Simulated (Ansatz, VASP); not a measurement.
## Two plane-wave programs on BN

File INCAR:

```
  PREC = Accurate
  ENCUT = 520
  EDIFF = 1E-6
  ISMEAR = 0
  SIGMA = 0.01
  LREAL = False
  LASPH = True
  NELM = 60
  ALGO = Normal
  ISIF = 2
  LWAVE = False
  LCHARG = False
  GGA = PE
  NBANDS = 11
```

File KPOINTS:

```
regular mesh
0
Gamma
  10 10 10
```

Contents of POSCAR:

```
BN
1.0
    0.0000000000      1.7830713297      1.7830713297
    1.7830713297      0.0000000000      1.7830713297
    1.7830713297      1.7830713297      0.0000000000
B N
1 1
Direct
    0.0000000000      0.0000000000      0.0000000000
    0.2500000000      0.2500000000      0.2500000000
```

Input for Ansatz:

```yaml
crystal:
  lattice:
    - [0.0, 1.7830713297409302, 1.7830713297409302]
    - [1.7830713297409302, 0.0, 1.7830713297409302]
    - [1.7830713297409302, 1.7830713297409302, 0.0]
  atoms:
    - { symbol: B, position: [0.0, 0.0, 0.0] }
    - { symbol: "N", position: [0.25, 0.25, 0.25] }
basis:
  ecutwfc: 420.0
kpoints:
  mp_grid:
    grid: [10, 10, 10]
hamiltonian:
  xc: pbe
scf:
  max_iter: 85
  occupations:
    method: fixed
output:
  stress: true
```

Alike in both runs: task single point; functional PBE; k mesh 10 × 10 × 10; no spin polarisation.

|  | VASP | Ansatz |
| --- | --- | --- |
| version | VASP 6.6.1 | Ansatz 0.2.0 |
| potentials or method | VASP PAW PBE potentials, release 64 (B, N), cutoff 520 eV | plane waves, PAW |
| occupations | gaussian, width 0.01 eV | fixed |
| valence electrons in the cell | 8 | 8 |

Ansatz gave:

* pressure (GPa): 19.8

Task: Estimate VASP's values.

Result: Pressure (GPa): 20.3.
